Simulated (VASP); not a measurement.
## Cd5O2: relaxation of cell and atoms with PBE

The system is Cd5O2.

```
Cd O
1.0
     3.37687    0.02821    0.06141
    -1.66400    2.85069   -0.04905
     0.23332   -0.08047   12.74378
Cd O
5 2
Direct
  0.01126 0.98059 0.99519
  0.40322 0.65515 0.23317
  0.65441 0.37635 0.79103
  0.69470 0.36071 0.37621
  0.31411 0.70037 0.58777
  0.26863 0.62541 0.89466
  0.65368 0.30143 0.12195
```

| Quantity | Value |
| --- | --- |
| Program | VASP 6.6.1 |
| Task | relaxation of cell and atoms |
| Functional | PBE |
| Potentials or basis | VASP PAW PBE potentials, release 64 (Cd, O) |
| Cutoff | 600 eV |
| k mesh | 6 × 6 × 2 |
| Occupations | gaussian, width 0.2 eV |
| Spin | no spin polarisation |
| Dipole correction | no |
| Further INCAR settings | ALGO = Normal; EDIFF = 1e-06; IBRION = 2; EDIFFG = -0.025; NSW = 80; ISIF = 3 |

- Relaxed volume: 18.07 Å³/atom
- Relaxed cell: a = 3.467 Å, b = 3.319 Å, c = 12.996 Å, α = 86.83°, β = 97.18°, γ = 121.46°
- Space group after relaxing (to 0.1 Å): P-1 (No. 2)
- Energy gained by relaxing: 164.9 meV/atom
- Ionic steps: 47
- Pressure after relaxing: 0.1 GPa
- Largest force after relaxing: 0.025 eV/Å
- Band gap on the k mesh: zero (bands 36 and 37 overlap by 1.68 eV)

Forces in eV/Å, atoms in the order of the input:
```
Cd  -0.002 -0.001  0.007
Cd   0.004 -0.004 -0.009
Cd   0.004  0.016  0.013
Cd   0.006 -0.013  0.004
Cd  -0.010  0.014 -0.014
O   -0.022 -0.004  0.011
O    0.020 -0.007 -0.012
```

Stress tensor (GPa, compression positive):
```
 0.13 -0.03 -0.02
-0.03  0.14 -0.03
-0.02 -0.03  0.06
```

The path:
| step | energy change (eV) | largest force (eV/Å) | pressure (GPa) | volume (Å³) |
| --- | --- | --- | --- | --- |
| 1 | 0.0000 | 3.0844 | 6.42 | 123.23 |
| 3 | -0.7578 | 0.8378 | -3.42 | 135.30 |
| 5 | -0.9654 | 0.5756 | 0.92 | 126.19 |
| 7 | -1.0662 | 0.4753 | 0.33 | 125.72 |
| 9 | -1.1128 | 0.1972 | -0.70 | 127.39 |
| 11 | -1.1235 | 0.2153 | 0.38 | 125.61 |
| 13 | -1.1289 | 0.0746 | -0.08 | 126.12 |
| 15 | -1.1323 | 0.0525 | 0.18 | 125.44 |
| 17 | -1.1338 | 0.0485 | -0.22 | 126.18 |
| 19 | -1.1353 | 0.0633 | 0.04 | 125.93 |
| 21 | -1.1363 | 0.0584 | 0.08 | 125.96 |
| 23 | -1.1390 | 0.0365 | -0.03 | 126.28 |
| 25 | -1.1414 | 0.0762 | -0.10 | 126.45 |
| 27 | -1.1433 | 0.0830 | 0.59 | 125.69 |
| 29 | -1.1444 | 0.0533 | 0.35 | 126.00 |
| 31 | -1.1448 | 0.1239 | 0.11 | 126.75 |
| 33 | -1.1470 | 0.0703 | 0.07 | 126.63 |
| 35 | -1.1486 | 0.0502 | -0.21 | 127.04 |
| 37 | -1.1485 | 0.0678 | 0.33 | 126.20 |
| 39 | -1.1503 | 0.0435 | 0.04 | 126.63 |
| 41 | -1.1520 | 0.0596 | -0.01 | 126.69 |
| 43 | -1.1528 | 0.0323 | -0.02 | 126.66 |
| 45 | -1.1537 | 0.0292 | 0.11 | 126.43 |
| 47 | -1.1543 | 0.0248 | 0.11 | 126.51 |

Final structure:
```cif
data_structure
_symmetry_space_group_name_H-M 'P 1'
_symmetry_Int_Tables_number 1
_cell_length_a 3.4666
_cell_length_b 3.3185
_cell_length_c 12.9955
_cell_angle_alpha 86.831
_cell_angle_beta 97.183
_cell_angle_gamma 121.464
_cell_volume 126.51
loop_
_atom_site_label
_atom_site_type_symbol
_atom_site_fract_x
_atom_site_fract_y
_atom_site_fract_z
_atom_site_occupancy
Cd1 Cd 0.99570 0.99777 0.00004 1
Cd2 Cd 0.42074 0.66933 0.21819 1
Cd3 Cd 0.56753 0.32336 0.78205 1
Cd4 Cd 0.70347 0.30810 0.40487 1
Cd5 Cd 0.32106 0.70552 0.59474 1
O1 O 0.27391 0.65596 0.89150 1
O2 O 0.71758 0.33996 0.10862 1
```

Levels at points of the mesh, in eV from the Fermi level:
```csv
k point,band 33,band 34,band 35,band 36,band 37,band 38,band 39,band 40
"(0.00, 0.00, 0.00)",-2.42,-2.30,-1.89,-1.74,0.10,0.30,3.88,4.95
"(0.50, 0.00, 0.00)",-2.54,-2.00,-1.85,-1.50,-0.47,1.34,2.21,3.07
"(0.00, 0.50, 0.00)",-2.20,-2.02,-1.88,-0.34,-0.24,1.47,2.11,3.18
"(0.50, 0.50, 0.00)",-2.44,-2.31,-2.00,-0.80,-0.32,0.87,1.60,3.57
"(0.00, 0.00, 0.50)",-2.33,-2.01,-1.89,-1.74,-1.33,1.68,2.67,6.68
"(0.50, 0.00, 0.50)",-2.62,-2.07,-2.00,-1.36,-0.27,1.25,1.65,3.40
"(0.00, 0.50, 0.50)",-2.20,-2.01,-1.91,-0.53,0.07,1.36,1.96,3.55
"(0.50, 0.50, 0.50)",-2.25,-2.22,-2.00,-0.88,-0.71,1.28,1.98,2.99
```

Run time: 89 min on 1 thread of Intel(R) Xeon(R) Platinum 8488C (Sapphire Rapids) (shared host), peak memory 0.42 GiB.

Caveat: the k points lie up to 0.36 Å⁻¹ apart in the final cell, too coarse for converged energies and pressures of a metal.
